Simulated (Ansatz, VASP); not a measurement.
## Two plane-wave programs on Bi

INCAR

```
SYSTEM = Bi
PREC     = Accurate       ! precision mode
ENCUT    = 520            ! plane-wave cutoff, eV
EDIFF    = 1E-6           ! SCF threshold, eV
ISMEAR   = 0              ! smearing method
SIGMA    = 0.1            ! smearing width, eV
LREAL    = .False.        ! projectors in reciprocal space
LASPH    = .True.         ! aspherical terms in the spheres
NELM     = 100            ! most SCF steps
ALGO     = Normal         ! electronic algorithm
ISIF     = 2              ! what is computed and relaxed
LWAVE    = .False.        ! write WAVECAR
LCHARG   = .False.        ! write CHGCAR
GGA      = PS             ! functional
NBANDS   = 14             ! bands
```

KPOINTS

```
Automatic mesh
0
Gamma
  10 10 10
  0 0 0
```

File POSCAR:

```
Bi
1.0
   -1.9271176505      1.9271176505      1.9271176505
    1.9271176505     -1.9271176505      1.9271176505
    1.9271176505      1.9271176505     -1.9271176505
Bi
1
Direct
    0.0000000000      0.0000000000      0.0000000000
```

Input for Ansatz:

```yaml
crystal:
  lattice:
    - [-1.927117650523654, 1.927117650523654, 1.927117650523654]
    - [1.927117650523654, -1.927117650523654, 1.927117650523654]
    - [1.927117650523654, 1.927117650523654, -1.927117650523654]
  atoms:
    - { symbol: Bi, position: [0.0, 0.0, 0.0] }
basis:
  ecutwfc: 500.0
kpoints:
  mp_grid:
    grid: [10, 10, 10]
hamiltonian:
  xc: pbesol
scf:
  occupations:
    method: gaussian
    width: 0.1
  eigensolver:
    kind: davidson
  initial_density:
    normalization: atom
output:
  stress: true
```

Alike in both runs: task single point; functional PBEsol; k mesh 10 × 10 × 10; occupations gaussian, width 0.1 eV; no spin polarisation.

|  | VASP | Ansatz |
| --- | --- | --- |
| version | VASP 6.6.1 | Ansatz 0.2.0 |
| potentials or method | VASP PAW PBE potentials, release 64 (Bi_d), cutoff 520 eV | plane waves, PAW |
| valence electrons in the cell | 15 | 15 |

```tsv
	VASP	Ansatz	Ansatz less VASP
pressure (GPa)	3.5	3.5	+0.05
```

VASP's potentials were made for PBE, not for PBEsol. The functional is the same, so the differences come from potentials, cutoffs and numerics.

Spin-orbit coupling is off throughout.
